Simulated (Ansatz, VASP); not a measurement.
# Two plane-wave programs on Cd2S

```
CELL_PARAMETERS angstrom
3.96267 0.00000 0.00000
-1.98134 3.43177 0.00000
0.00000 0.00000 5.80919
ATOMIC_POSITIONS crystal
Cd 0.33333 0.66667 0.93272
Cd 0.66667 0.33333 0.57873
S 0.33333 0.66667 0.36571
```

Alike in both runs: task single point; functional PBE-based screened hybrid with a share of 0.05 of exact exchange and HFSCREEN = 0.2; k mesh 4 × 4 × 3; occupations fermi-dirac, width 0.05 eV; no spin polarisation.

```csv
,VASP,Ansatz
version,VASP 6.6.1,Ansatz 0.2.0
potentials or method,"VASP PAW PBE potentials, release 64 (Cd, S)",Ansatz PAW
plane-wave cutoff (eV),520,420
valence electrons in the cell,30,46
```

```tsv
	VASP	Ansatz	Ansatz less VASP
gap on the k mesh at the Fermi level (eV)	0.96	0.96	+0.001
least direct gap on the mesh (eV)	1.55	1.55	-0.006
pressure (GPa)	-0.3	-0.6	-0.25
rms of the force components (eV/Å)	0.030	0.040	+0.0096
```

VASP's potentials were made for PBE, not for PBE-based screened hybrid. Atom by atom the forces differ by 0.010 eV/Å (rms over components). VASP's potentials hold 30 valence electrons a cell and Ansatz's 46, so a difference there can come from the potentials and not from the codes.

The k mesh is coarse, so the values compare programs but aren't converged. Noted on Ansatz's run: odd divisions of the mesh miss points on the zone boundary, where band edges often lie, so the gap on the mesh can be too wide.
